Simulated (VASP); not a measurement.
The system is RbBr.

```
Rb Br
1.0
     4.77109    0.00000    0.00000
    -2.38554    4.13188    0.00000
     0.00000    0.00000    8.41015
Rb Br
2 2
Direct
  0.00000 0.00000 0.00000
  0.00000 0.00000 0.50000
  0.33333 0.66667 0.25000
  0.66667 0.33333 0.75000
```

Base run:

* Program: VASP 6.6.1
* Functional: PBE
* Potentials or basis: VASP PAW PBE potentials, release 64 (Rb_sv, Br)
* Cutoff: 520 eV
* k mesh: 6 × 6 × 4
* Occupations: gaussian, width 0.01 eV
* Spin: no spin polarisation

Its results: band gap on the k mesh 4.23 eV, direct; pressure 0.6 GPa.

Q: The run is repeated on the same cell with these changes: functional from PBE to r2SCAN. What comes out?

A: Band gap on the k mesh 4.84 eV, direct; pressure 0.0 GPa.

r2SCAN gives the wider gap, since meta-GGAs in the generalised Kohn-Sham scheme recover part of the derivative discontinuity.

Caveats: the PAW data sets were made with another functional, which shifts forces and pressure a little (some runs).

A k mesh can miss the band edges.
